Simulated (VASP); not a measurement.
Write the native input for VASP 6.6.1 that does the following.

| Property | Result |
| --- | --- |
| Task | single point |
| Functional | PBEsol |
| Potentials or basis | VASP PAW PBE potentials, release 64 (Zr_sv, H) |
| Cutoff | 520 eV |
| k mesh | 9 × 9 × 6 |
| Occupations | fermi-dirac, width 0.02 eV |
| Spin | no spin polarisation |
| Dipole correction | no |
| Further INCAR settings | ALGO = Normal; EDIFF = 1e-06; NBANDS = 21 |

The structure of ZrH lies in POSCAR:

```
ZrH
1.0
    3.2210273400      0.0000000000      0.0000000000
    0.0000000000      3.2210273400      0.0000000000
    0.0000000000      0.0000000000      4.9147909457
Zr H
2 2
Direct
    0.0000000000      0.5000000000      0.0000000000
    0.5000000000      0.0000000000      0.5000000000
    0.0000000000      0.0000000000      0.7500000000
    0.0000000000      0.0000000000      0.2500000000
```

One way to write it, as run:

INCAR

```
SYSTEM = ZrH
ALGO = Normal
EDIFF = 1E-6
ENCUT = 520
GGA = PS
ISIF = 2
ISMEAR = -1
LASPH = .True.
LCHARG = .False.
LREAL = .False.
LWAVE = .False.
NBANDS = 21
NELM = 60
PREC = Accurate
SIGMA = 0.02
```

KPOINTS

```
k-points
0
Gamma
  9 9 6
  0 0 0
```

Potentials or basis: VASP PAW PBE potentials, release 64 (Zr_sv, H).

Run with:

```console
$ cat potpaw_PBE.64/Zr_sv/POTCAR potpaw_PBE.64/H/POTCAR > POTCAR
$ mpirun -np 1 vasp_std > vasp.out
```

It gave:

The pressure is -0.2 GPa and the band gap on the k mesh is zero (bands 13 and 14 overlap by 1.05 eV).

Caveat: the PAW data sets were made with another functional, which shifts forces and pressure a little.

It took 28 s on 1 thread of AMD EPYC 9R14 (Zen 4), on a shared host, peak memory 0.16 GiB.
